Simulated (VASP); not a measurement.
Wanted: the native input for a VASP 6.6.1 run.

| Item | Value |
| --- | --- |
| Task | single point |
| Functional | LDA |
| Potentials or basis | VASP PAW LDA potentials, release 64 (Ag) |
| Cutoff | 520 eV |
| k mesh | 8 × 8 × 8 |
| Occupations | gaussian, width 0.1 eV |
| Spin | no spin polarisation |
| Dipole correction | no |
| Further INCAR settings | ALGO = Normal; EDIFF = 1e-07; NBANDS = 24 |

The structure of Ag lies in POSCAR:

```
Ag
1.0
   -2.1209560000      2.1209560000      4.2973810000
    2.1209560000     -2.1209560000      4.2973810000
    2.1209560000      2.1209560000     -4.2973810000
Ag
3
Direct
    0.7500000000      0.2500000000      0.5000000000
    0.2500000000      0.7500000000      0.5000000000
    0.5000000000      0.5000000000      0.0000000000
```

One way to write it, as run:

INCAR

```
SYSTEM = Ag
PREC = Accurate
ENCUT = 520
EDIFF = 1E-7
ISMEAR = 0
SIGMA = 0.1
LREAL = .False.
LASPH = .True.
NELM = 100
ALGO = Normal
ISIF = 2
LWAVE = .False.
LCHARG = .False.
GGA = CA
NBANDS = 24
```

KPOINTS

```
regular mesh
0
Gamma
  8 8 8
  0 0 0
```

Potentials or basis: VASP PAW LDA potentials, release 64 (Ag).

The run is started by

```console
$ cat potpaw_LDA.64/Ag/POTCAR > POTCAR
$ mpirun -np 1 vasp_std > vasp.out
```

It gave:

```yaml
Pressure: -12.9 GPa
Band_gap_on_the_k_mesh: zero (an odd number of electrons rules out a gap without spin polarisation)
```

Caveat: the cell stands under tension.

Wall time 3.4 min on 1 thread of Intel Xeon 8259CL (shared host), peak memory 0.24 GiB.
